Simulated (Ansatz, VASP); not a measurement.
## Au in VASP and in Ansatz

File INCAR:

```
  PREC = Accurate
  ENCUT = 520
  EDIFF = 1E-7
  ISMEAR = 0
  SIGMA = 0.15
  LREAL = F
  LASPH = T
  NELM = 80
  ALGO = Fast
  ISIF = 2
  LWAVE = F
  LCHARG = T
  GGA = PS
  LELF = T
  LVHAR = T
  NBANDS = 12
```

Contents of KPOINTS:

```
Automatic mesh
0
Gamma
  26 26 26
```

The input POSCAR:

```
Au
1.0
   -1.5805465595      1.5805465595      1.6210733944
    1.5805465595     -1.5805465595      1.6210733944
    1.5805465595      1.5805465595     -1.6210733944
Au
1
Direct
    0.0000000000      0.0000000000      0.0000000000
```

Input for Ansatz:

```yaml
crystal:
  lattice:
    - [-1.5805465595, 1.5805465595, 1.6210733944]
    - [1.5805465595, -1.5805465595, 1.6210733944]
    - [1.5805465595, 1.5805465595, -1.6210733944]
  atoms:
    - { symbol: Au, position: [0.0, 0.0, 0.0] }
basis:
  ecutwfc: 420
kpoints:
  mp_grid: { grid: [26, 26, 26] }
hamiltonian:
  xc: pbesol
scf:
  occupations: { method: gaussian, width: 0.15 }
output:
  forces: true
  stress: true
  eigenvalues: true
```

Change from the starting cell: strain -0.025 along x and y, +0.000 along z, atoms carried along.

Alike in both runs: task single point; functional PBEsol; k mesh 26 × 26 × 26; occupations gaussian, width 0.15 eV; no spin polarisation.

|  | VASP | Ansatz |
| --- | --- | --- |
| version | VASP 6.6.1 | Ansatz 0.2.0 |
| potentials or method | VASP PAW PBE potentials, release 64 (Au), cutoff 520 eV | scalar-relativistic, plane waves, PAW |
| valence electrons in the cell | 11 | 19 |

```csv
,VASP,Ansatz,Ansatz less VASP
gap on the k mesh at the Fermi level (eV),none,none,-
pressure (GPa),10.0,10.4,+0.34
"traceless stress, the component that is largest in VASP (GPa)",0.14,0.13,-0.004
```

VASP's potentials were made for PBE, not for PBEsol. A gap of «none» marks a metal or a gap that the smearing closes. VASP's potentials hold 11 valence electrons a cell and Ansatz's 19, so a difference there can come from the potentials and not from the codes.

Spin-orbit coupling is off throughout.
